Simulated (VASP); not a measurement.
# Zr2O (P4/mmm) in VASP: single point with r2SCAN

Aim: the single point of Zr2O with r2SCAN.

Everything below comes from runs of VASP 6.6.1. Logs are shortened: lines on timing, memory, paths and dates and some standing lists are left out, and cuts for length are marked.

**1. The cell of the first run**

Symmetry: P4/mmm, No. 123, tetragonal system. Conventional cell: a = 3.182 Å, b = 3.182 Å, c = 4.712 Å, α = 90.00°, β = 90.00°, γ = 90.00°. Zr (site symmetry 4/mmm) has 2 O at 2.36 Å within 3.1 Å. Within 3.0 Å of Zr (site symmetry 4/mmm) lie 4 O at 2.25 Å. O (site symmetry 4/mmm) has 6 Zr at 2.25 to 2.36 Å within 3.0 Å.

**2. Single point, r2SCAN**

POSCAR reads:

```
Zr2O
1.0
    3.1816503183      0.0000000000      0.0000000000
    0.0000000000      3.1816503183      0.0000000000
    0.0000000000      0.0000000000      4.7117412812
Zr O
2 1
Direct
    0.0000000000      0.0000000000      0.5000000000
    0.5000000000      0.5000000000      0.0000000000
    0.0000000000      0.0000000000      0.0000000000
```

INCAR.step1 reads:

```
SYSTEM = Zr2O
PREC = Accurate ; ENCUT = 520
ISMEAR = 0 ; SIGMA = 0.1
LREAL = .False. ; LASPH = .True.
NELM = 80 ; NBANDS = 22
GGA = PE ; ALGO = Normal
EDIFF = 1E-4 ; LWAVE = .True.
LCHARG = .False.
```

INCAR.step2 reads:

```
SYSTEM = Zr2O
PREC = Accurate ; ENCUT = 520
EDIFF = 1E-6 ; ISMEAR = 0
SIGMA = 0.1 ; LREAL = .False.
LASPH = .True. ; NELM = 80
ALGO = Normal ; ISIF = 2
LWAVE = .False. ; LCHARG = .False.
METAGGA = R2SCAN ; LMIXTAU = .True.
NBANDS = 22 ; ISTART = 1
```

KPOINTS reads:

```
regular mesh
0
Gamma
  14 14 10
  0 0 0
```

Potentials or basis: VASP PAW PBE potentials, release 64 (Zr_sv, O).

Run with:

```
cat potpaw_PBE.64/Zr_sv/POTCAR potpaw_PBE.64/O/POTCAR > POTCAR
cp INCAR.step1 INCAR
mpirun -np 1 vasp_std > vasp.out
cp INCAR.step2 INCAR
mpirun -np 1 vasp_std > vasp.out
```

OUTCAR:

```text
SYSTEM = Zr2O
   PREC = Accurate
   ENCUT = 520
   EDIFF = 1E-6
   ISMEAR = 0
   LREAL = .False.
   LASPH = .True.
   NELM = 80
   ISIF = 2
   METAGGA = R2SCAN
   ISTART = 1

 ion  position               nearest neighbor table
   1  0.000  0.000  0.500-   3 2.36   3 2.36   2 3.26   2 3.26   2 3.26   2 3.26   2 3.26   2 3.26
                             2 3.26   2 3.26
   2  0.500  0.500  0.000-   3 2.25   3 2.25   3 2.25   3 2.25   1 3.26   1 3.26   1 3.26   1 3.26
                             1 3.26   1 3.26   1 3.26   1 3.26
   3  0.000  0.000  0.000-   2 2.25   2 2.25   2 2.25   2 2.25   1 2.36   1 2.36

  LATTYP: Found a simple tetragonal cell.
 ALAT       =     3.1816503183
 C/A-ratio  =     1.4809111027

  Lattice vectors:

 A1 = (   3.1816503183,   0.0000000000,   0.0000000000)
 A2 = (   0.0000000000,   3.1816503183,   0.0000000000)
 A3 = (   0.0000000000,   0.0000000000,   4.7117412812)

Analysis of symmetry for initial positions (statically):
=====================================================================
 Subroutine PRICEL returns:
 Original cell was already a primitive cell.

 Routine SETGRP: Setting up the symmetry group for a
 simple tetragonal supercell.

 Subroutine GETGRP returns: Found 16 space group operations
 (whereof 16 operations were pure point group operations)
 out of a pool of 16 trial point group operations.

The static configuration has the point symmetry D_4h.

Analysis of symmetry for dynamics (positions and initial velocities):
=====================================================================
 Subroutine PRICEL returns:
 Original cell was already a primitive cell.

 Routine SETGRP: Setting up the symmetry group for a
 simple tetragonal supercell.

 Subroutine GETGRP returns: Found 16 space group operations
 (whereof 16 operations were pure point group operations)
 out of a pool of 16 trial point group operations.

The dynamic configuration has the point symmetry D_4h.

 Subroutine INISYM returns: Found 16 space group operations
 (whereof 16 operations are pure point group operations),
 and found     1 'primitive' translations

----------------------------------------------------------------------------------------

                                     Primitive cell

  volume of cell :      47.6965
[... 81 lines left out ...]
 SYSTEM =  Zr2O
   PREC   = accura    normal or accurate (medium, high low for compatibility)
   ISTART =      1    job   : 0-new  1-cont  2-samecut
   ICHARG =      0    charge: 1-file 2-atom 10-const
   ISPIN  =      1    spin polarized calculation?
   LNONCOLLINEAR =      F non collinear calculations
   LSORBIT =      F    spin-orbit coupling
   LASPH  =      T    aspherical Exc in radial PAW
   ENCUT  =  520.0 eV  38.22 Ry    6.18 a.u.   5.92  5.92  8.76*2*pi/ulx,y,z
   NELM   =     80;   NELMIN=  2; NELMDL=  0     # of ELM steps
   EDIFF  = 0.1E-05   stopping-criterion for ELM
   LREAL  =      F    real-space projection
   EDIFFG = 0.1E-04   stopping-criterion for IOM
   NSW    =      0    number of steps for IOM
   IBRION =     -1    ionic relax: 0-MD 1-quasi-New 2-CG
   NFREE  =      0    steps in history (QN), initial steepest desc. (CG)
   ISIF   =      2    stress and relaxation
   ISYM   =      2    0-nonsym 1-usesym 2-fastsym
   POTIM  = 0.5000    time-step for ionic-motion
   TEBEG  =    0.0;   TEEND  =   0.0 temperature during run
   PSTRESS=    0.0 pullay stress
   NELECT =      30.0000    total number of electrons
   NUPDOWN=      -1.0000    fix difference up-down
   EMIN   =  10.00;   EMAX   =-10.00  energy-range for DOS
   EFERMI =   0.00;   METHOD = LEGACY
   ISMEAR =     0;   SIGMA  =   0.10  broadening in eV -4-tet -1-fermi 0-gaus
   EFERMI_NEDOS =   21; number of points for ismear=-14 and -15
   IALGO  =     38    algorithm
   IMIX   =      4    mixing-type and parameters
     AMIX     =   0.40;   BMIX     =  1.00
     AMIX_MAG =   1.60;   BMIX_MAG =  1.00
  volume/ion in A,a.u.               =      15.90       107.29
  Fermi-wavevector in a.u.,A,eV,Ry     =   1.402662  2.650647 26.768941  1.967462
  Thomas-Fermi vector in A             =   2.525402
   LORBIT       =      0    0 simple, 1 ext, 2 COOP (PROOUT), +10 PAW based schemes
   METAGGA = R2SCAN    functional components
   LHFCALC =     F    Hartree Fock is set to
   AEXX    =    0.0000 exact exchange contribution
   IVDW    =     0    specifies the selected vdW correction
   LEPSILON=     F    determine dielectric tensor
   LRPA    =     F    only Hartree local field effects (RPA)
 non-spin polarized calculation
 Gauss-broadening in eV      SIGMA  =   0.10
  energy-cutoff  :      520.00
  volume of cell :       47.70
 maximum number of plane-waves:      1320
 NGX is ok and might be reduce to    24
   NGX = 11   NGY = 11   NGZ = 17

 number of electron      29.9999996 magnetization

 Free energy of the ion-electron system (eV)
  ---------------------------------------------------
  ext. energy  EPLUGINS =         0.00000000
  ---------------------------------------------------
  free energy    TOTEN  =       -57.29344671 eV

  energy without entropy =      -57.28762618  energy(sigma->0) =      -57.29053644

 E-fermi :  10.3246     XC(G=0): -12.6025

 val. band max:       10.3098916283   @ k =   0.1429   0.0000   0.2000
 cond. band min:      10.3428217388   @ k =   0.0714   0.0714   0.4000
 fundamental gap:      0.0329301105
 Fermi energy:        10.3246241052

 k-point     1 :       0.0000    0.0000    0.0000
  band No.  band energies     occupation
      1     -40.7267      2.00000
      2     -40.1256      2.00000
      3     -18.2722      2.00000
      4     -17.9987      2.00000
      5     -17.9987      2.00000
      6     -17.3422      2.00000
[... 589 lines left out ...]
     21      14.6279      0.00000
     22      15.2021      0.00000

 [... further k-points ...]
[... 5 lines left out ...]
  --------------------------------------------------------------------------------------
  -------------------------------------------------------------------------------------
  Total       -0.3392813     -0.3392813     -0.0721346      0.0000000     -0.0000000      0.0000000
  in kB      -11.3968328    -11.3968328     -2.4230809      0.0000000     -0.0000000      0.0000000
  external PRESSURE =      -8.4055821 kB  Pullay stress =       0.0000000 kB

 VOLUME and BASIS-vectors are now :
 -----------------------------------------------------------------------------
  energy-cutoff  :      520.00
  volume of cell :       47.70
      direct lattice vectors                 reciprocal lattice vectors
     3.181650318  0.000000000  0.000000000     0.314302296  0.000000000  0.000000000
     0.000000000  3.181650318  0.000000000     0.000000000  0.314302296  0.000000000
     0.000000000  0.000000000  4.711741281     0.000000000  0.000000000  0.212235762

 POSITION                                       TOTAL-FORCE (eV/Angst)
 -----------------------------------------------------------------------------------
      0.00000      0.00000      2.35587         0.000000      0.000000      0.000000
      1.59083      1.59083      0.00000         0.000000      0.000000      0.000000
      0.00000      0.00000      0.00000         0.000000      0.000000      0.000000
 -----------------------------------------------------------------------------------
    total drift:                                0.000000     -0.000000     -0.000000

  FREE ENERGIE OF THE ION-ELECTRON SYSTEM (eV)
  ---------------------------------------------------
  free  energy   TOTEN  =       -57.2934467089 eV

  energy  without entropy=      -57.2876261770  energy(sigma->0) =      -57.29053644
```

OSZICAR.step1:

```text
N       E                     dE             d eps       ncg     rms          rms(c)
DAV:   1     0.259922942129E+03    0.25992E+03   -0.16203E+04  9512   0.137E+03
DAV:   2    -0.100720113899E+02   -0.26999E+03   -0.25942E+03 11126   0.388E+02
DAV:   3    -0.292714945444E+02   -0.19199E+02   -0.18842E+02 17026   0.821E+01
DAV:   4    -0.298841243044E+02   -0.61263E+00   -0.61172E+00 11390   0.140E+01
DAV:   5    -0.299022369701E+02   -0.18113E-01   -0.18109E-01 14556   0.185E+00    0.212E+01
DAV:   6    -0.275089748692E+02    0.23933E+01   -0.11061E+01 11814   0.219E+01    0.906E+00
DAV:   7    -0.273680434552E+02    0.14093E+00   -0.10962E+00 11922   0.642E+00    0.489E+00
DAV:   8    -0.273475079714E+02    0.20535E-01   -0.18014E-01 12174   0.308E+00    0.874E-01
DAV:   9    -0.273464887029E+02    0.10193E-02   -0.29485E-02 13452   0.135E+00    0.495E-01
DAV:  10    -0.273465877462E+02   -0.99043E-04   -0.51012E-03 11970   0.612E-01    0.195E-01
DAV:  11    -0.273466608895E+02   -0.73143E-04   -0.54573E-04 10992   0.197E-01
   1 F= -.27346661E+02 E0= -.27343470E+02  d E =-.638140E-02
```

Run time: 14 min. Hardware: 1 thread of AMD EPYC 7R43 (Zen 3), shared host; peak memory 0.27 GiB.

What came out:

- Free energy: -57.2934 eV
- Pressure: -0.8 GPa
- Band gap on the k mesh: zero (band 15 reaches 11.03 eV, above the bottom of band 16 at 9.80 eV)

Stress tensor (GPa, compression positive):
```
-1.14  0.00  0.00
 0.00 -1.14  0.00
 0.00  0.00 -0.24
```

Caveat: the PAW data sets were made with another functional, which shifts forces and pressure a little.
